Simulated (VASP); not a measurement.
# SrVO3 (Pm-3m) in VASP: further runs, part 2 of 2

VASP 6.6.1.

## (3) Single point, PBE, collinear spin, ferromagnetic start

Contents of INCAR:

```
SYSTEM = SrVO3
PREC = Accurate
ENCUT = 520
EDIFF = 1E-7
ISMEAR = 0
SIGMA = 0.013000000000000001
LREAL = .False.
LASPH = .True.
NELM = 150
ALGO = Normal
ISIF = 2
LWAVE = .False.
LCHARG = .True.
ISPIN = 2
MAGMOM = 0 2 0 0 0
LORBIT = 11
LMAXMIX = 4
GGA = PE
LELF = .True.
LVHAR = .True.
NBANDS = 32
```

Contents of KPOINTS:

```
regular mesh
0
Gamma
  7 7 7
  0 0 0
```

Contents of POSCAR:

```
SrVO3
1.0
    3.8409000000      0.0000000000      0.0000000000
    0.0000000000      3.8409000000      0.0000000000
    0.0000000000      0.0000000000      3.8409000000
Sr V O
1 1 3
Direct
    0.5000000000      0.5000000000      0.5000000000
    0.0000000000      0.0000000000      0.0000000000
    0.0000000000      0.0000000000      0.5000000000
    0.0000000000      0.5000000000      0.0000000000
    0.5000000000      0.0000000000      0.0000000000
```

Potentials or basis: VASP PAW PBE potentials, release 64 (Sr_sv, V_sv, O).

Command:

```console
cat potpaw_PBE.64/Sr_sv/POTCAR potpaw_PBE.64/V_sv/POTCAR potpaw_PBE.64/O/POTCAR > POTCAR
mpirun -np 1 vasp_std > vasp.out
```

OUTCAR:

```text
SYSTEM = SrVO3
   PREC = Accurate
   ENCUT = 520
   EDIFF = 1E-7
   ISMEAR = 0
   LREAL = .False.
   LASPH = .True.
   NELM = 150
   ISIF = 2
   ISPIN = 2
   LORBIT = 11
   GGA = PE

 ion  position               nearest neighbor table
   1  0.500  0.500  0.500-   3 2.72   4 2.72   5 2.72   4 2.72   5 2.72   3 2.72   5 2.72   5 2.72
                             3 2.72   4 2.72   4 2.72   3 2.72   2 3.33   2 3.33   2 3.33   2 3.33
   2  0.000  0.000  0.000-   3 1.92   4 1.92   5 1.92   3 1.92   4 1.92   5 1.92   1 3.33   1 3.33
                             1 3.33   1 3.33   1 3.33   1 3.33   1 3.33   1 3.33
   3  0.000  0.000  0.500-   2 1.92   2 1.92   1 2.72   1 2.72   1 2.72   1 2.72
   4  0.000  0.500  0.000-   2 1.92   2 1.92   1 2.72   1 2.72   1 2.72   1 2.72
   5  0.500  0.000  0.000-   2 1.92   2 1.92   1 2.72   1 2.72   1 2.72   1 2.72

  LATTYP: Found a simple cubic cell.
 ALAT       =     3.8409000000

  Lattice vectors:

 A1 = (   3.8409000000,   0.0000000000,   0.0000000000)
 A2 = (   0.0000000000,   3.8409000000,   0.0000000000)
 A3 = (   0.0000000000,   0.0000000000,   3.8409000000)

Analysis of symmetry for initial positions (statically):
=====================================================================
 Subroutine PRICEL returns:
 Original cell was already a primitive cell.

 Routine SETGRP: Setting up the symmetry group for a
 simple cubic supercell.

 Subroutine GETGRP returns: Found 48 space group operations
 (whereof 48 operations were pure point group operations)
 out of a pool of 48 trial point group operations.

The static configuration has the point symmetry O_h .

Analysis of symmetry for dynamics (positions and initial velocities):
=====================================================================
 Subroutine PRICEL returns:
 Original cell was already a primitive cell.

 Routine SETGRP: Setting up the symmetry group for a
 simple cubic supercell.

 Subroutine GETGRP returns: Found 48 space group operations
 (whereof 48 operations were pure point group operations)
 out of a pool of 48 trial point group operations.

[... 170 lines left out ...]
 fundamental gap:      0.0403035901
 Fermi energy:         6.2031239603

 spin component 1

 k-point     1 :       0.0000    0.0000    0.0000
  band No.  band energies     occupation
      1     -59.5027      1.00000
      2     -33.3389      1.00000
      3     -33.3389      1.00000
      4     -33.3389      1.00000
      5     -28.2579      1.00000
      6     -13.4701      1.00000
[... 689 lines left out ...]
     31      15.3190      0.00000
     32      19.0823      0.00000
 Fermi energy:         6.2031239603

 spin component 2

 k-point     1 :       0.0000    0.0000    0.0000
  band No.  band energies     occupation
      1     -59.6076      1.00000
      2     -33.4419      1.00000
      3     -33.4419      1.00000
      4     -33.4419      1.00000
      5     -28.2578      1.00000
      6     -13.4713      1.00000
[... 689 lines left out ...]
     31      15.3144      0.00000
     32      19.0804      0.00000

------------------------ aborting loop because EDIFF is reached ----------------------------------------

  FORCE on cell =-STRESS in cart. coord.  units (eV):
  Direction    XX          YY          ZZ          XY          YZ          ZX
  --------------------------------------------------------------------------------------
  -------------------------------------------------------------------------------------
  Total        1.1535609      1.1535609      1.1535609      0.0000000     -0.0000000      0.0000000
  in kB       32.6176073     32.6176073     32.6176073      0.0000000     -0.0000000      0.0000000
  external PRESSURE =      32.6176073 kB  Pullay stress =       0.0000000 kB

 VOLUME and BASIS-vectors are now :
 -----------------------------------------------------------------------------
  energy-cutoff  :      520.00
  volume of cell :       56.66
      direct lattice vectors                 reciprocal lattice vectors
     3.840900000  0.000000000  0.000000000     0.260355646  0.000000000  0.000000000
     0.000000000  3.840900000  0.000000000     0.000000000  0.260355646  0.000000000
     0.000000000  0.000000000  3.840900000     0.000000000  0.000000000  0.260355646

 POSITION                                       TOTAL-FORCE (eV/Angst)
 -----------------------------------------------------------------------------------
      1.92045      1.92045      1.92045         0.000000      0.000000      0.000000
      0.00000      0.00000      0.00000         0.000000      0.000000      0.000000
      0.00000      0.00000      1.92045         0.000000      0.000000      0.000000
      0.00000      1.92045      0.00000         0.000000      0.000000      0.000000
      1.92045      0.00000      0.00000         0.000000      0.000000      0.000000
 -----------------------------------------------------------------------------------
    total drift:                                0.000000     -0.000000      0.000000

  FREE ENERGIE OF THE ION-ELECTRON SYSTEM (eV)
  ---------------------------------------------------
  free  energy   TOTEN  =       -39.2855591731 eV

  energy  without entropy=      -39.2852121193  energy(sigma->0) =      -39.28538565

 total charge

# of ion       s       p       d       tot
------------------------------------------
    1        2.000   5.803   0.219   8.021
    2        2.285   6.349   2.957  11.592
    3        1.565   3.482   0.000   5.047
    4        1.565   3.482   0.000   5.047
    5        1.565   3.482   0.000   5.047
--------------------------------------------------
tot          8.979  22.599   3.176  34.753

 magnetization (x)

# of ion       s       p       d       tot
------------------------------------------
    1        0.000   0.000   0.000   0.000
    2       -0.001  -0.001  -0.098  -0.099
    3        0.000   0.002   0.000   0.002
    4        0.000   0.002   0.000   0.002
    5        0.000   0.002   0.000   0.002
--------------------------------------------------
tot         -0.000   0.004  -0.098  -0.094
```

stdout:

```text
POSCAR found type information on POSCAR SrV O
 POSCAR found :  3 types and       5 ions
 scaLAPACK will be used
 LDA part: xc-table for (Slater+PW92), standard interpolation
 POSCAR, INCAR and KPOINTS ok, starting setup
 FFT: planning ... GRIDC
 FFT: planning ... GRID_SOFT
 FFT: planning ... GRID
 WAVECAR not read
 entering main loop
```

Run time: 2.1 min. Hardware: 1 thread of Intel Xeon 8259CL, shared host; peak memory 0.23 GiB.

Results:

```yaml
Free_energy: -39.2856 eV
Pressure: 3.3 GPa
Net_moment: -0.10 μB per cell
Site_moments: Sr +0.00; V -0.10; O +0.00 μB
Valence_electrons_inside_the_program's_atomic_spheres: Sr 8.02; V 11.59; O 5.05
```

Caveat: the cell stands under pressure; semilocal functionals often make such compounds metallic where correlation or magnetic order opens a gap, which also shifts bond lengths. With open d or f shells a metallic result of PBE can be an artefact of self-interaction; +U or a hybrid may open a gap.
